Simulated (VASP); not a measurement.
# Ga (Cmce) in VASP: relaxation of cell and atoms with PBE

Aim: the relaxation of cell and atoms of Ga with PBE.

Program: VASP 6.6.1. These are calculated values, not measurements. Logs are shortened: lines on timing, memory, paths and dates and some standing lists are left out, and cuts for length are marked.

### Step 1. The cell of the first run

Symmetry: Cmce, No. 64, orthorhombic system. Conventional cell: a = 4.432 Å, b = 7.598 Å, c = 4.556 Å, α = 90.00°, β = 90.00°, γ = 90.00°. Ga (site symmetry m) has 7 Ga at 2.49 to 2.75 Å within 3.3 Å.

### Step 2. Relaxation of cell and atoms, PBE

INCAR

```
ALGO     = Fast           # electronic algorithm
EDIFF    = 1E-6           # SCF threshold, eV
EDIFFG   = -0.002         # ionic threshold
ENCUT    = 600            # plane-wave cutoff, eV
GGA      = PE             # functional
IBRION   = 2              # ionic algorithm
ISIF     = 3              # what is computed and relaxed
ISMEAR   = 0              # smearing method
LASPH    = T              # aspherical terms in the spheres
LCHARG   = F              # write CHGCAR
LREAL    = F              # projectors in reciprocal space
LWAVE    = F              # write WAVECAR
NELM     = 100            # most SCF steps
NSW      = 100            # ionic steps
PREC     = Accurate       # precision mode
SIGMA    = 0.1            # smearing width, eV
```

KPOINTS

```
k-points
0
Gamma
  10 10 8
```

POSCAR

```
Ga
1.0
    2.2160233300     -3.7989918400      0.0000000000
    2.2160233300      3.7989918400      0.0000000000
    0.0000000000      0.0000000000      4.5555035300
Ga
4
Direct
    0.6556957200      0.3443042800      0.4154013900
    0.8443042800      0.1556957200      0.9154013900
    0.3443042800      0.6556957200      0.5845986100
    0.1556957200      0.8443042800      0.0845986100
```

Potentials or basis: VASP PAW PBE potentials, release 64 (Ga_d).

Run with:

```sh
$ cat potpaw_PBE.64/Ga_d/POTCAR > POTCAR
$ mpirun -np 1 vasp_std > vasp.out
```

OUTCAR:

```text
EDIFF = 1E-6
   EDIFFG = -0.002
   ENCUT = 600
   GGA = PE
   IBRION = 2
   ISIF = 3
   ISMEAR = 0
   LASPH = T
   LREAL = F
   NELM = 100
   NSW = 100
   PREC = Accurate

 ion  position               nearest neighbor table
   1  0.656  0.344  0.415-   3 2.49   4 2.68   4 2.68   2 2.69   2 2.69   3 2.75   3 2.75
   2  0.844  0.156  0.915-   4 2.49   3 2.68   3 2.68   1 2.69   1 2.69   4 2.75   4 2.75
   3  0.344  0.656  0.585-   1 2.49   2 2.68   2 2.68   4 2.69   4 2.69   1 2.75   1 2.75
   4  0.156  0.844  0.085-   2 2.49   1 2.68   1 2.68   3 2.69   3 2.69   2 2.75   2 2.75

  LATTYP: Found a base centered orthorhombic cell.
 ALAT       =     4.4320466600
 B/A-ratio  =     1.7143284498
 C/A-ratio  =     1.0278554987

  Lattice vectors:

 A1 = (   2.2160233300,  -3.7989918400,   0.0000000000)
 A2 = (   2.2160233300,   3.7989918400,   0.0000000000)
 A3 = (   0.0000000000,   0.0000000000,   4.5555035300)

Analysis of symmetry for initial positions (statically):
=====================================================================
 Subroutine PRICEL returns:
 Original cell was already a primitive cell.

 Routine SETGRP: Setting up the symmetry group for a
 base centered orthorhombic supercell.

 Subroutine GETGRP returns: Found  8 space group operations
 (whereof  4 operations were pure point group operations)
 out of a pool of  8 trial point group operations.

The static configuration has the point symmetry C_2h.
 The point group associated with its full space group is D_2h.

Analysis of symmetry for dynamics (positions and initial velocities):
=====================================================================
 Subroutine PRICEL returns:
 Original cell was already a primitive cell.

 Routine SETGRP: Setting up the symmetry group for a
 base centered orthorhombic supercell.

 Subroutine GETGRP returns: Found  8 space group operations
 (whereof  4 operations were pure point group operations)
 out of a pool of  8 trial point group operations.

The dynamic configuration has the point symmetry C_2h.
 The point group associated with its full space group is D_2h.

 Subroutine INISYM returns: Found  8 space group operations
 (whereof  4 operations are pure point group operations),
 and found     1 'primitive' translations

----------------------------------------------------------------------------------------

                                     Primitive cell

  volume of cell :      76.7024
[... 116 lines left out ...]
  Thomas-Fermi vector in A             =   2.557155
   LORBIT       =      0    0 simple, 1 ext, 2 COOP (PROOUT), +10 PAW based schemes
   GGA     = PE    functional components
   LHFCALC =     F    Hartree Fock is set to
   AEXX    =    0.0000 exact exchange contribution
   IVDW    =     0    specifies the selected vdW correction
   LEPSILON=     F    determine dielectric tensor
   LRPA    =     F    only Hartree local field effects (RPA)
 conjugate gradient relaxation of ions
 non-spin polarized calculation
 RMM-DIIS sequential band-by-band and
 Gauss-broadening in eV      SIGMA  =   0.10
  energy-cutoff  :      600.00
  volume of cell :       76.70
 maximum number of plane-waves:      2582
   NGX = 17   NGY = 17   NGZ = 19

--------------------------------------- Ionic step        1  -------------------------------------------

 number of electron      52.0000028 magnetization

 Free energy of the ion-electron system (eV)
  ---------------------------------------------------
  ext. energy  EPLUGINS =         0.00000000
  ---------------------------------------------------
  free energy    TOTEN  =       -11.57041148 eV

  energy without entropy =      -11.56474584  energy(sigma->0) =      -11.56757866

------------------------ aborting loop because EDIFF is reached ----------------------------------------

  FORCE on cell =-STRESS in cart. coord.  units (eV):
  Direction    XX          YY          ZZ          XY          YZ          ZX
  --------------------------------------------------------------------------------------
  -------------------------------------------------------------------------------------
  Total        1.8375655      1.6184953      1.3937514      0.0000000     -0.0000000      0.0000000
  in kB       38.3834795     33.8074929     29.1129913      0.0000000     -0.0000000      0.0000000
  external PRESSURE =      33.7679879 kB  Pullay stress =       0.0000000 kB
[... 95 lines left out ...]
  FREE ENERGIE OF THE ION-ELECTRON SYSTEM (eV)
  ---------------------------------------------------
  free  energy   TOTEN  =       -11.6172613334 eV

  energy  without entropy=      -11.6113258637  energy(sigma->0) =      -11.61429360

[... ionic steps 4 to 29 ...]

--------------------------------------- Ionic step       30  -------------------------------------------

 number of electron      52.0000013 magnetization

------------------------ aborting loop because EDIFF is reached ----------------------------------------
[... 71 lines left out ...]
--------------------------------------- Ionic step       32  -------------------------------------------

 number of electron      52.0000013 magnetization

 Free energy of the ion-electron system (eV)
  ---------------------------------------------------
  ext. energy  EPLUGINS =         0.00000000
  ---------------------------------------------------
  free energy    TOTEN  =       -11.62276145 eV

  energy without entropy =      -11.61677009  energy(sigma->0) =      -11.61976577

 E-fermi :   4.6175     XC(G=0): -10.4581

 val. band max:        4.6161301779   @ k =   0.1000   0.0000   0.3750
 cond. band min:       4.6250562138   @ k =   0.1000   0.0000   0.0000
 fundamental gap:      0.0089260359
 Fermi energy:         4.6175024846

 k-point     1 :       0.0000    0.0000    0.0000
  band No.  band energies     occupation
      1     -10.3954      2.00000
      2     -10.3935      2.00000
      3     -10.3704      2.00000
      4     -10.3528      2.00000
      5     -10.3233      2.00000
      6     -10.3077      2.00000
[... 805 lines left out ...]
     30       6.9722      0.00000
     31       9.0901      0.00000

 [... further k-points ...]

------------------------ aborting loop because EDIFF is reached ----------------------------------------

  FORCE on cell =-STRESS in cart. coord.  units (eV):
  Direction    XX          YY          ZZ          XY          YZ          ZX
  --------------------------------------------------------------------------------------
  -------------------------------------------------------------------------------------
  Total       -0.0018949     -0.0018405     -0.0020579      0.0000000      0.0000000      0.0000000
  in kB       -0.0372697     -0.0362012     -0.0404773      0.0000000      0.0000000      0.0000000
  external PRESSURE =      -0.0379827 kB  Pullay stress =       0.0000000 kB
[... 19 lines left out ...]
  FREE ENERGIE OF THE ION-ELECTRON SYSTEM (eV)
  ---------------------------------------------------
  free  energy   TOTEN  =       -11.6227614537 eV

  energy  without entropy=      -11.6167700927  energy(sigma->0) =      -11.61976577

 reached required accuracy - stopping structural energy minimisation
```

CONTCAR:

```text
Ga
   1.00000000000000
     2.3112037922810185   -3.8648684130305466   -0.0000000000000000
     2.3112037922810185    3.8648684130305466    0.0000000000000000
     0.0000000000000000   -0.0000000000000000    4.5596321996018903
  Ga
     4
Direct
     0.6563646802391674    0.3436353197608327    0.4166987517291889
     0.8436353197608326    0.1563646802391672    0.9166987517291891
     0.3436353197608327    0.6563646802391674    0.5833012482708109
     0.1563646802391672    0.8436353197608326    0.0833012482708110

  0.00000000E+00  0.00000000E+00  0.00000000E+00
  0.00000000E+00  0.00000000E+00  0.00000000E+00
  0.00000000E+00  0.00000000E+00  0.00000000E+00
  0.00000000E+00  0.00000000E+00  0.00000000E+00
```

It took 55 min on 1 thread of Intel Xeon Platinum 8488C (Sapphire Rapids), shared host; peak memory 0.46 GiB.

Results:

```yaml
Free_energy: -11.6228 eV
Relaxed_volume: 20.36 Å³/atom
Relaxed_cell: a = 4.503 Å, b = 4.503 Å, c = 4.560 Å, α = 90.00°, β = 90.00°, γ = 118.24°
Space_group_after_relaxing_to_0.1_Å: Cmce (No. 64)
Energy_gained_by_relaxing: 13.1 meV/atom
Ionic_steps: 32
Pressure_after_relaxing: 0.0 GPa
Band_gap_on_the_k_mesh: zero (bands 26 and 27 overlap by 1.43 eV)
```

The path:
```
step  energy change (eV)  largest force (eV/Å)  pressure (GPa)  volume (Å³)
   1              0.0000                0.0346            3.38        76.70
   2             -0.0469                0.0415            0.14        81.28
   3             -0.0468                0.0445           -0.27        81.64
   4             -0.0469                0.0428            0.08        81.44
   5             -0.0469                0.0437           -0.11        81.54
   6             -0.0483                0.0262           -0.10        81.56
   7             -0.0511                0.0344           -0.13        81.62
   8             -0.0471                0.1425           -0.03        81.70
   9             -0.0515                0.0476           -0.11        81.63
  10             -0.0521                0.0168            0.05        81.36
  11             -0.0522                0.0132            0.05        81.43
  12             -0.0522                0.0119            0.01        81.44
  13             -0.0523                0.0036           -0.10        81.45
  14             -0.0523                0.0045           -0.02        81.45
  15             -0.0523                0.0044           -0.02        81.45
  16             -0.0523                0.0055           -0.05        81.45
  17             -0.0523                0.0022            0.13        81.32
  18             -0.0523                0.0082           -0.05        81.42
  19             -0.0523                0.0014           -0.03        81.39
  20             -0.0523                0.0012            0.06        81.37
  21             -0.0523                0.0063            0.00        81.38
  22             -0.0523                0.0033            0.01        81.38
  23             -0.0523                0.0005            0.05        81.42
  24             -0.0523                0.0036           -0.24        81.53
  25             -0.0523                0.0084            0.11        81.44
  26             -0.0523                0.0024            0.03        81.48
  27             -0.0523                0.0028           -0.09        81.49
  28             -0.0523                0.0052           -0.05        81.48
  29             -0.0523                0.0021            0.04        81.46
  30             -0.0523                0.0039           -0.08        81.46
  31             -0.0523                0.0013           -0.03        81.46
  32             -0.0523                0.0015            0.00        81.46
```

Final structure:
```
Ga
1.0
     2.31120   -3.86487    0.00000
     2.31120    3.86487    0.00000
     0.00000    0.00000    4.55963
Ga
4
Direct
  0.65636 0.34364 0.41670
  0.84364 0.15636 0.91670
  0.34364 0.65636 0.58330
  0.15636 0.84364 0.08330
```

Levels at points of the mesh, in eV from the Fermi level:
| k point | band 22 | band 23 | band 24 | band 25 | band 26 | band 27 | band 28 | band 29 | band 30 | band 31 |
| --- | --- | --- | --- | --- | --- | --- | --- | --- | --- | --- |
| (0.00, 0.00, 0.00) | -4.09 | -3.49 | -1.96 | -1.63 | -0.54 | 0.94 | 1.01 | 1.14 | 4.87 | 5.34 |
| (0.50, 0.00, 0.00) | -8.33 | -3.32 | -3.32 | -1.16 | -1.16 | 0.86 | 0.86 | 4.07 | 4.07 | 5.34 |
| (0.50, 0.50, 0.00) | -6.94 | -4.24 | -3.12 | -1.59 | -1.31 | 1.20 | 1.44 | 3.13 | 3.80 | 4.23 |
| (0.00, 0.00, 0.50) | -8.87 | -0.40 | -0.40 | 0.06 | 0.06 | 0.14 | 0.14 | 2.15 | 2.15 | 3.91 |
| (0.50, 0.00, 0.50) | -6.96 | -6.02 | -6.02 | -1.34 | -1.34 | 0.62 | 0.62 | 6.89 | 6.89 | 7.71 |
| (0.50, 0.50, 0.50) | -7.29 | -5.13 | -5.13 | -1.16 | -1.16 | -0.99 | -0.99 | 6.65 | 6.65 | 7.63 |
